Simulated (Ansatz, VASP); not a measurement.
**Ta: VASP beside Ansatz**

Contents of INCAR:

```
ALGO = Normal
EDIFF = 1E-6
ENCUT = 520
GGA = CA
ISIF = 2
ISMEAR = -1
LASPH = T
LCHARG = F
LREAL = F
LWAVE = F
NBANDS = 12
NELM = 60
PREC = Accurate
SIGMA = 0.08
```

Contents of KPOINTS:

```
k-points
0
Gamma
  18 18 18
```

POSCAR

```
Ta
1.0
   -1.5100110349      1.5100110349      1.5100110349
    1.5100110349     -1.5100110349      1.5100110349
    1.5100110349      1.5100110349     -1.5100110349
Ta
1
Direct
    0.0000000000      0.0000000000      0.0000000000
```

Input for Ansatz:

```yaml
crystal:
  lattice:
    - [-1.5100110349, 1.5100110349, 1.5100110349]
    - [1.5100110349, -1.5100110349, 1.5100110349]
    - [1.5100110349, 1.5100110349, -1.5100110349]
  atoms:
    - { symbol: Ta, position: [0.0, 0.0, 0.0] }
kpoints:
  mp_grid: { grid: [18, 18, 18] }
scf:
  occupations: { method: fermi_dirac, width: 0.08 }
hamiltonian:
  xc: lda
  pseudopotentials: { kind: all_electron, lapw: { basis_error: 0.001 } }
output:
  forces: true
  stress: true
  eigenvalues: true
  populations: true
```

Change from the starting cell: volume scaled by 0.8, LAPW.

Alike in both runs: task single point; functional LDA; k mesh 18 × 18 × 18; occupations fermi-dirac, width 0.08 eV; no spin polarisation.

```csv
,VASP,Ansatz
version,VASP 6.6.1,Ansatz 0.2.0
potentials or method,"VASP PAW LDA potentials, release 64 (Ta_pv), cutoff 520 eV","all-electron LAPW, scalar-relativistic"
```

```tsv
	VASP	Ansatz	Ansatz less VASP
pressure (GPa)	76.2	72.9	-3.38
```

LDA's correlation is that of Perdew and Zunger in VASP and of Perdew and Wang (1992) in Ansatz. Both programs put the cell under a high pressure, so it lies far from rest at this level. Ansatz ran all-electron here, and VASP with PAW potentials.

Neither program's run includes spin-orbit coupling. Noted on VASP's run: the cell as given lies far from equilibrium.
